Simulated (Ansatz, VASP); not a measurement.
One calculation of PtSe, two programs

```
Pt Se
1.0
     0.00000    2.57067    2.57067
     2.57067    0.00000    2.57067
     2.57067    2.57067    0.00000
Pt Se
1 1
Direct
  0.50000 0.50000 0.50000
  0.00000 0.00000 0.00000
```

Alike in both runs: task single point; functional PBEsol; k mesh 10 × 10 × 10; occupations gaussian, width 0.05 eV; collinear spin.

|  | VASP | Ansatz |
| --- | --- | --- |
| version | VASP 6.6.1 | Ansatz 0.2.0 |
| potentials or method | VASP PAW PBE potentials, release 64 (Pt, Se), cutoff 520 eV | scalar-relativistic, plane waves, PAW |
| valence electrons in the cell | 16 | 34 |

Ansatz gave:

- gap on the k mesh at the Fermi level (eV): none
- pressure (GPa): 6.9
- net moment per atom (μB): 0.00

Which values does VASP return?

gap on the k mesh at the Fermi level (eV): none; pressure (GPa): 7.0; net moment per atom (μB): 0.00.

VASP's potentials were made for PBE, not for PBEsol. A gap of «none» marks a metal or a gap that the smearing closes. The functional is the same, so the differences come from potentials, cutoffs and numerics. VASP's potentials hold 16 valence electrons a cell and Ansatz's 34, so a difference there can come from the potentials and not from the codes. Ansatz's warnings: seeded moment not kept.

Neither program's run includes spin-orbit coupling.
